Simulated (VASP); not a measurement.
A run of VASP 6.6.1:

File INCAR:

```
PREC = Accurate ; ENCUT = 520
EDIFF = 1E-6 ; ISMEAR = 0
SIGMA = 0.05 ; LREAL = F
LASPH = T ; NELM = 100
ALGO = Normal ; ISIF = 2
LWAVE = F ; LCHARG = F
GGA = PE ; NBANDS = 28
```

KPOINTS

```
Automatic mesh
0
Gamma
  6 6 6
```

Contents of POSCAR:

```
BaTiO3
1.0
    3.9998000000      0.0000000000      0.0000000000
    0.0000000000      3.9998000000      0.0000000000
    0.0000000000      0.0000000000      4.0180000000
Ba Ti O
1 1 3
Direct
    0.0000000000      0.0000000000      0.0000000000
    0.5000000000      0.5000000000      0.4900000000
    0.5000000000      0.5000000000      0.0190000000
    0.5000000000      0.0000000000      0.5170000000
    0.0000000000      0.5000000000      0.5170000000
```

Potentials or basis: VASP PAW PBE potentials, release 64 (Ba_sv, Ti_sv, O).

Command:

```console
$ cat potpaw_PBE.64/Ba_sv/POTCAR potpaw_PBE.64/Ti_sv/POTCAR potpaw_PBE.64/O/POTCAR > POTCAR
$ mpirun -np 1 vasp_std > vasp.out
```

Hardware: 1 thread of Intel(R) Xeon(R) 6975P-C (Granite Rapids) (shared host).

Estimate the wall time of this run.

Wall time 39 s on 1 thread of Intel(R) Xeon(R) 6975P-C (Granite Rapids) (shared host), peak memory 0.21 GiB. Counts: scf iterations 17, k points 40.
